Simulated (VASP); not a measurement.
# V (Pm-3n) in VASP: a series of runs

V is run at these levels: r2SCAN; tasks: single point.

Everything below comes from runs of VASP 6.6.1. Logs are shortened: lines on timing, memory, paths and dates and some standing lists are left out, and cuts for length are marked.

**1. The cell of the first run**

It takes space group Pm-3n (No. 223, cubic). The conventional cell has a = 4.763 Å, b = 4.763 Å, c = 4.763 Å, α = 90.00°, β = 90.00°, γ = 90.00°. Within 3.5 Å of V (site symmetry m-3) lie 12 V at 2.66 Å. V (site symmetry -4m2) has 14 V at 2.38 to 2.92 Å within 3.1 Å.

**2. Single point, r2SCAN**

Input file POSCAR:

```
V
1.0
    4.7631110562      0.0000000000      0.0000000000
    0.0000000000      4.7631110562      0.0000000000
    0.0000000000      0.0000000000      4.7631110562
V
8
Direct
    1.0000000000      0.0000000000      0.0000000000
    0.5000000000      0.5000000000      0.5000000000
    0.2500000000      1.0000000000      0.5000000000
    0.7500000000      1.0000000000      0.5000000000
    0.5000000000      0.2500000000      1.0000000000
    0.5000000000      0.7500000000      1.0000000000
    0.0000000000      0.5000000000      0.2500000000
    0.0000000000      0.5000000000      0.7500000000
```

Input file INCAR.step1:

```
SYSTEM = V
PREC = Accurate ; ENCUT = 520
ISMEAR = -1 ; SIGMA = 0.1
LREAL = .FALSE. ; LASPH = .TRUE.
NELM = 80 ; NBANDS = 62
GGA = PE ; ALGO = Normal
EDIFF = 1E-4 ; LWAVE = .TRUE.
LCHARG = .FALSE.
```

Input file INCAR.step2:

```
SYSTEM = V
PREC = Accurate ; ENCUT = 520
EDIFF = 1E-6 ; ISMEAR = -1
SIGMA = 0.1 ; LREAL = .FALSE.
LASPH = .TRUE. ; NELM = 80
ALGO = Normal ; ISIF = 2
LWAVE = .FALSE. ; LCHARG = .FALSE.
METAGGA = R2SCAN ; LMIXTAU = .TRUE.
NBANDS = 62 ; ISTART = 1
```

Input file KPOINTS:

```
Automatic mesh
0
G
  5 5 5
  0 0 0
```

Potentials or basis: VASP PAW PBE potentials, release 64 (V_sv).

Started as:

```
> cat potpaw_PBE.64/V_sv/POTCAR > POTCAR
> cp INCAR.step1 INCAR
> mpirun -np 1 vasp_std > vasp.out
> cp INCAR.step2 INCAR
> mpirun -np 1 vasp_std > vasp.out
```

OUTCAR:

```text
SYSTEM = V
   PREC = Accurate
   ENCUT = 520
   EDIFF = 1E-6
   ISMEAR = -1
   LREAL = .FALSE.
   LASPH = .TRUE.
   NELM = 80
   ISIF = 2
   METAGGA = R2SCAN
   ISTART = 1

 ion  position               nearest neighbor table
   1  0.000  0.000  0.000-   3 2.66   4 2.66   5 2.66   6 2.66   7 2.66   8 2.66   3 2.66   4 2.66
                             7 2.66   8 2.66   5 2.66   6 2.66
   2  0.500  0.500  0.500-   3 2.66   4 2.66   5 2.66   6 2.66   7 2.66   8 2.66   5 2.66   6 2.66
                             3 2.66   4 2.66   7 2.66   8 2.66
   3  0.250  0.000  0.500-   4 2.38   4 2.38   1 2.66   1 2.66   2 2.66   2 2.66   8 2.92   5 2.92
                             5 2.92   6 2.92   6 2.92   7 2.92   8 2.92   7 2.92
   4  0.750  0.000  0.500-   3 2.38   3 2.38   1 2.66   1 2.66   2 2.66   2 2.66   8 2.92   5 2.92
                             5 2.92   6 2.92   6 2.92   7 2.92   8 2.92   7 2.92
   5  0.500  0.250  0.000-   6 2.38   6 2.38   1 2.66   2 2.66   2 2.66   1 2.66   8 2.92   4 2.92
                             3 2.92   4 2.92   3 2.92   7 2.92   7 2.92   8 2.92
   6  0.500  0.750  0.000-   5 2.38   5 2.38   1 2.66   2 2.66   2 2.66   1 2.66   8 2.92   4 2.92
                             3 2.92   4 2.92   3 2.92   7 2.92   7 2.92   8 2.92
   7  0.000  0.500  0.250-   8 2.38   8 2.38   1 2.66   2 2.66   1 2.66   2 2.66   3 2.92   4 2.92
                             5 2.92   3 2.92   4 2.92   6 2.92   5 2.92   6 2.92
   8  0.000  0.500  0.750-   7 2.38   7 2.38   1 2.66   2 2.66   1 2.66   2 2.66   3 2.92   4 2.92
                             5 2.92   3 2.92   4 2.92   6 2.92   5 2.92   6 2.92

  LATTYP: Found a simple cubic cell.
 ALAT       =     4.7631110562

  Lattice vectors:

 A1 = (   4.7631110562,   0.0000000000,   0.0000000000)
 A2 = (   0.0000000000,   4.7631110562,   0.0000000000)
 A3 = (   0.0000000000,   0.0000000000,   4.7631110562)

Analysis of symmetry for initial positions (statically):
=====================================================================
 Subroutine PRICEL returns:
 Original cell was already a primitive cell.

 Routine SETGRP: Setting up the symmetry group for a
 simple cubic supercell.

 Subroutine GETGRP returns: Found 48 space group operations
 (whereof 24 operations were pure point group operations)
 out of a pool of 48 trial point group operations.

The static configuration has the point symmetry T_h .
 The point group associated with its full space group is O_h .

Analysis of symmetry for dynamics (positions and initial velocities):
=====================================================================
 Subroutine PRICEL returns:
 Original cell was already a primitive cell.

 Routine SETGRP: Setting up the symmetry group for a
 simple cubic supercell.

 Subroutine GETGRP returns: Found 48 space group operations
 (whereof 24 operations were pure point group operations)
 out of a pool of 48 trial point group operations.

The dynamic configuration has the point symmetry T_h .
 The point group associated with its full space group is O_h .

 Subroutine INISYM returns: Found 48 space group operations
 (whereof 24 operations are pure point group operations),
 and found     1 'primitive' translations

----------------------------------------------------------------------------------------

                                     Primitive cell

  volume of cell :     108.0618

  direct lattice vectors                    reciprocal lattice vectors
     4.763111056  0.000000000  0.000000000     0.209946816  0.000000000  0.000000000
     0.000000000  4.763111056  0.000000000     0.000000000  0.209946816  0.000000000
     0.000000000  0.000000000  4.763111056     0.000000000  0.000000000  0.209946816

  length of vectors
     4.763111056  4.763111056  4.763111056     0.209946816  0.209946816  0.209946816

  position of ions in fractional coordinates (direct lattice)
     0.000000000  0.000000000  0.000000000
     0.500000000  0.500000000  0.500000000
     0.250000000  0.000000000  0.500000000
     0.750000000  0.000000000  0.500000000
     0.500000000  0.250000000  0.000000000
     0.500000000  0.750000000  0.000000000
     0.000000000  0.500000000  0.250000000
     0.000000000  0.500000000  0.750000000

  ion indices of the primitive-cell ions
   primitive index   ion index
                 1           1
                 2           2
                 3           3
                 4           4
                 5           5
                 6           6
                 7           7
                 8           8

----------------------------------------------------------------------------------------

 KPOINTS: Automatic mesh

Automatic generation of k-mesh.
 Grid dimensions read from file:
 generate k-points for:    5    5    5

 Generating k-lattice:

  Cartesian coordinates                     Fractional coordinates (reciprocal lattice)
     0.041989363  0.000000000  0.000000000     0.200000000  0.000000000  0.000000000
     0.000000000  0.041989363  0.000000000     0.000000000  0.200000000  0.000000000
     0.000000000  0.000000000  0.041989363     0.000000000  0.000000000  0.200000000

  Length of vectors
     0.041989363  0.041989363  0.041989363

  Shift w.r.t. Gamma in fractional coordinates (k-lattice)
     0.000000000  0.000000000  0.000000000

 Subroutine IBZKPT returns following result:
 ===========================================

 Found     10 irreducible k-points:

 Following reciprocal coordinates:
            Coordinates               Weight
  0.000000  0.000000  0.000000      1.000000
  0.200000  0.000000  0.000000      6.000000
  0.400000  0.000000  0.000000      6.000000
  0.200000  0.200000  0.000000     12.000000
  0.400000  0.200000  0.000000     24.000000
  0.400000  0.400000  0.000000     12.000000
  0.200000  0.200000  0.200000      8.000000
  0.400000  0.200000  0.200000     24.000000
  0.400000  0.400000  0.200000     24.000000
  0.400000  0.400000  0.400000      8.000000
   k-points           NKPTS =     10   k-points in BZ     NKDIM =     10   number of bands    NBANDS=     62
   number of dos      NEDOS =    301   number of ions     NIONS =      8
   total plane-waves  NPLWV =  46656
   dimension x,y,z NGX =    36 NGY =   36 NGZ =   36
   dimension x,y,z NGXF=    72 NGYF=   72 NGZF=   72
   ions per type =               8
   NGX,Y,Z   is equivalent  to a cutoff of  12.57, 12.57, 12.57 a.u.
   NGXF,Y,Z  is equivalent  to a cutoff of  25.13, 25.13, 25.13 a.u.
 SYSTEM =  V
   PREC   = accura    normal or accurate (medium, high low for compatibility)
   ISTART =      1    job   : 0-new  1-cont  2-samecut
   ICHARG =      0    charge: 1-file 2-atom 10-const
   ISPIN  =      1    spin polarized calculation?
   LNONCOLLINEAR =      F non collinear calculations
   LSORBIT =      F    spin-orbit coupling
   LASPH  =      T    aspherical Exc in radial PAW
   ENCUT  =  520.0 eV  38.22 Ry    6.18 a.u.   8.86  8.86  8.86*2*pi/ulx,y,z
   NELM   =     80;   NELMIN=  2; NELMDL=  0     # of ELM steps
   EDIFF  = 0.1E-05   stopping-criterion for ELM
   LREAL  =      F    real-space projection
   EDIFFG = 0.1E-04   stopping-criterion for IOM
   NSW    =      0    number of steps for IOM
   IBRION =     -1    ionic relax: 0-MD 1-quasi-New 2-CG
   NFREE  =      0    steps in history (QN), initial steepest desc. (CG)
   ISIF   =      2    stress and relaxation
   ISYM   =      2    0-nonsym 1-usesym 2-fastsym
   POTIM  = 0.5000    time-step for ionic-motion
   TEBEG  =    0.0;   TEEND  =   0.0 temperature during run
   PSTRESS=    0.0 pullay stress
   NELECT =     104.0000    total number of electrons
   NUPDOWN=      -1.0000    fix difference up-down
   EMIN   =  10.00;   EMAX   =-10.00  energy-range for DOS
   EFERMI =   0.00;   METHOD = LEGACY
   ISMEAR =    -1;   SIGMA  =   0.10  broadening in eV -4-tet -1-fermi 0-gaus
   EFERMI_NEDOS =   21; number of points for ismear=-14 and -15
   IALGO  =     38    algorithm
   IMIX   =      4    mixing-type and parameters
     AMIX     =   0.40;   BMIX     =  1.00
     AMIX_MAG =   1.60;   BMIX_MAG =  1.00
  volume/ion in A,a.u.               =      13.51        91.15
  Fermi-wavevector in a.u.,A,eV,Ry     =   1.616325  3.054411 35.545289  2.612505
  Thomas-Fermi vector in A             =   2.710929
   LORBIT       =      0    0 simple, 1 ext, 2 COOP (PROOUT), +10 PAW based schemes
   METAGGA = R2SCAN    functional components
   LHFCALC =     F    Hartree Fock is set to
   AEXX    =    0.0000 exact exchange contribution
   IVDW    =     0    specifies the selected vdW correction
   LEPSILON=     F    determine dielectric tensor
   LRPA    =     F    only Hartree local field effects (RPA)
 non-spin polarized calculation
  energy-cutoff  :      520.00
  volume of cell :      108.06
 maximum number of plane-waves:      2945
 NGX is ok and might be reduce to    36
   NGX = 17   NGY = 17   NGZ = 17

 number of electron     104.0000080 magnetization

 Free energy of the ion-electron system (eV)
  ---------------------------------------------------
  ext. energy  EPLUGINS =         0.00000000
  ---------------------------------------------------
  free energy    TOTEN  =      -112.85825685 eV

  energy without entropy =     -112.55904813  energy(sigma->0) =     -112.70865249

 E-fermi :   9.6459     XC(G=0): -14.0510

 val. band max:        9.5914632322   @ k =   0.2000   0.2000   0.0000
 cond. band min:       9.6955412029   @ k =   0.0000   0.0000   0.0000
 fundamental gap:      0.1040779706
 Fermi energy:         9.6458929367

 k-point     1 :       0.0000    0.0000    0.0000
  band No.  band energies     occupation
      1     -56.8003      2.00000
      2     -56.6495      2.00000
      3     -56.6458      2.00000
      4     -56.6458      2.00000
      5     -56.5629      2.00000
      6     -56.4505      2.00000
[... 54 lines left out ...]
     61      11.7761      0.00000
     62      11.7784      0.00000

 k-point     2 :       0.2000    0.0000    0.0000
  band No.  band energies     occupation
      1     -56.7848      2.00000
      2     -56.6613      2.00000
      3     -56.6412      2.00000
      4     -56.6328      2.00000
      5     -56.5668      2.00000
      6     -56.4689      2.00000
[... 519 lines left out ...]
      6     -56.5289      2.00000
[... 54 lines left out ...]
     61      12.1168      0.00000
     62      12.1255      0.00000

------------------------ aborting loop because EDIFF is reached ----------------------------------------

  FORCE on cell =-STRESS in cart. coord.  units (eV):
  Direction    XX          YY          ZZ          XY          YZ          ZX
  --------------------------------------------------------------------------------------
  -------------------------------------------------------------------------------------
  Total        0.4598364      0.4598364      0.4598364     -0.0000000     -0.0000000     -0.0000000
  in kB        6.8177621      6.8177621      6.8177621     -0.0000000     -0.0000000     -0.0000000
  external PRESSURE =       6.8177621 kB  Pullay stress =       0.0000000 kB

 VOLUME and BASIS-vectors are now :
 -----------------------------------------------------------------------------
  energy-cutoff  :      520.00
  volume of cell :      108.06
      direct lattice vectors                 reciprocal lattice vectors
     4.763111056  0.000000000  0.000000000     0.209946816  0.000000000  0.000000000
     0.000000000  4.763111056  0.000000000     0.000000000  0.209946816  0.000000000
     0.000000000  0.000000000  4.763111056     0.000000000  0.000000000  0.209946816

 POSITION                                       TOTAL-FORCE (eV/Angst)
 -----------------------------------------------------------------------------------
      0.00000      0.00000      0.00000        -0.000000      0.000000     -0.000000
      2.38156      2.38156      2.38156        -0.000000      0.000000     -0.000000
      1.19078      0.00000      2.38156        -0.000000     -0.000000     -0.000000
      3.57233      0.00000      2.38156         0.000000     -0.000000      0.000000
      2.38156      1.19078      0.00000         0.000000      0.000000      0.000000
      2.38156      3.57233      0.00000         0.000000     -0.000000     -0.000000
      0.00000      2.38156      1.19078         0.000000     -0.000000     -0.000000
      0.00000      2.38156      3.57233        -0.000000      0.000000      0.000000
 -----------------------------------------------------------------------------------
    total drift:                                0.000000      0.000000     -0.000000

  FREE ENERGIE OF THE ION-ELECTRON SYSTEM (eV)
  ---------------------------------------------------
  free  energy   TOTEN  =      -112.8582568473 eV

  energy  without entropy=     -112.5590481287  energy(sigma->0) =     -112.70865249
```

Run time: 3.8 min. Hardware: 1 thread of Intel Xeon 6975P-C (Granite Rapids), shared host; peak memory 0.23 GiB.

What came out:

| Quantity | Value |
| --- | --- |
| Free energy | -112.8583 eV |
| Pressure | 0.7 GPa |
| Band gap on the k mesh | zero (band 52 reaches 9.59 eV, above the bottom of band 53 at 9.51 eV) |

Levels at points of the mesh, in eV from the Fermi level:
```
           k point  band 48  band 49  band 50  band 51  band 52  band 53  band 54  band 55  band 56  band 57
(0.00, 0.00, 0.00)    -0.85    -0.85    -0.72    -0.68    -0.68     0.05     0.05     0.70     0.70     0.70
```

Caveat: the PAW data sets were made with another functional, which shifts forces and pressure a little.

**3. Single point, r2SCAN**

POSCAR is that of step 2.

Input file INCAR.step1:

```
SYSTEM = V
ALGO = Normal ; EDIFF = 1E-4
ENCUT = 520 ; GGA = PE
ISMEAR = -1 ; LASPH = .TRUE.
LCHARG = .FALSE. ; LREAL = .FALSE.
LWAVE = .TRUE. ; NBANDS = 62
NELM = 60 ; PREC = Accurate
SIGMA = 0.1
```

Input file INCAR.step2:

```
SYSTEM = V
ALGO = Normal ; EDIFF = 1E-7
ENCUT = 520 ; ISIF = 2
ISMEAR = -1 ; ISTART = 1
LASPH = .TRUE. ; LCHARG = .FALSE.
LMIXTAU = .TRUE. ; LREAL = .FALSE.
LWAVE = .FALSE. ; METAGGA = R2SCAN
NBANDS = 62 ; NELM = 60
PREC = Accurate ; SIGMA = 0.1
```

Input file KPOINTS:

```
k-points
0
G
  7 7 7
  0 0 0
```

Potentials or basis: VASP PAW PBE potentials, release 64 (V_sv).

Started as:

```
> cat potpaw_PBE.64/V_sv/POTCAR > POTCAR
> cp INCAR.step1 INCAR
> mpirun -np 1 vasp_std > vasp.out
> cp INCAR.step2 INCAR
> mpirun -np 1 vasp_std > vasp.out
```

Wall time 7.4 min (1 thread of Intel Xeon 6975P-C (Granite Rapids), shared host); peak memory 0.26 GiB.

The run converged. Its results:

* Free energy: -112.8457 eV
* Pressure: 0.7 GPa
* Band gap on the k mesh: zero (band 52 reaches 9.65 eV, above the bottom of band 53 at 9.42 eV)

Levels at points of the mesh, in eV from the Fermi level:
| k point | band 48 | band 49 | band 50 | band 51 | band 52 | band 53 | band 54 | band 55 | band 56 | band 57 |
| --- | --- | --- | --- | --- | --- | --- | --- | --- | --- | --- |
| (0.00, 0.00, 0.00) | -0.85 | -0.85 | -0.73 | -0.68 | -0.68 | 0.04 | 0.04 | 0.70 | 0.70 | 0.70 |

Caveat: the PAW data sets were made with another functional, which shifts forces and pressure a little.
